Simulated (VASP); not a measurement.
Write the native input for VASP 6.6.1 that does the following.

- Task: single point
- Functional: PBE
- Potentials or basis: VASP PAW PBE potentials, release 64 (Rb_sv, Si)
- Cutoff: 520 eV
- k mesh: 3 × 3 × 4
- Occupations: gaussian, width 0.1 eV
- Spin: no spin polarisation
- Dipole correction: no
- Further INCAR settings: ALGO = Normal; EDIFF = 1e-06; NBANDS = 26

The structure of Rb3Si2 lies in POSCAR:

```
Rb3Si2
1.0
    7.9554779592      0.0000000000      0.0000000000
   -3.9777389796      6.8896460119      0.0000000000
    0.0000000000      0.0000000000      4.4690943370
Rb Si
3 2
Direct
    0.5000000000      0.0000000000      0.5000000000
    0.0000000000      0.5000000000      0.5000000000
    0.5000000000      0.5000000000      0.5000000000
    0.0000000000      0.0000000000      0.7489560957
    0.0000000000      0.0000000000      0.2510439043
```

The cell was generated, and may not be a known phase.

One way to write it, as run:

INCAR

```
SYSTEM = Rb3Si2
ALGO = Normal ; EDIFF = 1E-6
ENCUT = 520 ; GGA = PE
ISIF = 2 ; ISMEAR = 0
LASPH = .True. ; LCHARG = .False.
LREAL = .False. ; LWAVE = .False.
NBANDS = 26 ; NELM = 60
PREC = Accurate ; SIGMA = 0.1
```

KPOINTS

```
k-points
0
Gamma
  3 3 4
  0 0 0
```

Potentials or basis: VASP PAW PBE potentials, release 64 (Rb_sv, Si).

Run with:

```sh
$ cat potpaw_PBE.64/Rb_sv/POTCAR potpaw_PBE.64/Si/POTCAR > POTCAR
$ mpirun -np 1 vasp_std > vasp.out
```

Results of the run:

```json
{
  "Pressure": "0.0 GPa",
  "Band gap on the k mesh": "zero (an odd number of electrons rules out a gap without spin polarisation)"
}
```

Run time: 39 s on 1 thread of Intel(R) Xeon(R) Platinum 8488C (Sapphire Rapids) (shared host), peak memory 0.35 GiB.
